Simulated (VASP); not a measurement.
Ag, 32 atoms in the cell. The typed cell holds 32 atoms: a = 9.435 Å, b = 9.435 Å, c = 9.435 Å, α = 60.00°, β = 60.00°, γ = 60.00°.  This cell differs from its parent crystal: dynamics (nvt langevin) at 300 K, volume x 1.03, from the last frame before.

- Program: VASP 6.6.1
- Task: single point
- Functional: PBE
- Potentials or basis: VASP PAW PBE potentials, release 64 (Ag)
- Cutoff: 400 eV
- k mesh: 2 × 2 × 2, shifted
- Occupations: fermi-dirac, width 0.05 eV
- Spin: no spin polarisation
- Dipole correction: no
- Further INCAR settings: LREAL = Auto; ALGO = Normal; EDIFF = 1e-06; NBANDS = 198; ISYM = -1

Potentials or basis: VASP PAW PBE potentials, release 64 (Ag).

Command:

```sh
$ cat potpaw_PBE.64/Ag/POTCAR > POTCAR
$ mpirun -np 4 vasp_std > vasp.out
```

Hardware: 4 MPI ranks on Intel(R) Xeon(R) 6975P-C (Granite Rapids), with other jobs on the host.

Estimate the wall time of this run.

Run time: 100 s on 4 MPI ranks on Intel(R) Xeon(R) 6975P-C (Granite Rapids), with other jobs on the host, peak memory 0.29 GiB a rank. Counts: scf iterations 12, k points 4.
